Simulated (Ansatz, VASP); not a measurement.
## One calculation of MgO, two programs

```
CELL_PARAMETERS angstrom
-0.22540 2.02861 2.02861
2.02861 -0.22540 2.02861
2.02861 2.02861 -0.22540
ATOMIC_POSITIONS crystal
Mg 0.00000 0.00000 0.00000
O 0.50000 0.50000 0.50000
```

Alike in both runs: task single point; functional r2SCAN; k mesh 10 × 10 × 10; occupations gaussian, width 0.05 eV; no spin polarisation.

```csv
,VASP,Ansatz
version,VASP 6.6.1,Ansatz 0.2.0
potentials or method,"VASP PAW PBE potentials, release 64 (Mg, O), cutoff 520 eV","scalar-relativistic, plane waves, PAW"
valence electrons in the cell,8,16
```

Ansatz gave:

| Item | Value |
| --- | --- |
| gap on the k mesh at the Fermi level (eV) | 4.28 |
| least direct gap on the mesh (eV) | 4.28 |
| pressure (GPa) | -6.9 |
| traceless stress, the component that is largest in VASP (GPa) | 12.13 |

Task: What did VASP give for the same quantities?

Result: gap on the k mesh at the Fermi level (eV): 4.25; least direct gap on the mesh (eV): 4.25; pressure (GPa): -8.0; traceless stress, the component that is largest in VASP (GPa): 12.23.

VASP's potentials were made for PBE, not for r2SCAN. VASP's potentials hold 8 valence electrons a cell and Ansatz's 16, so a difference there can come from the potentials and not from the codes.
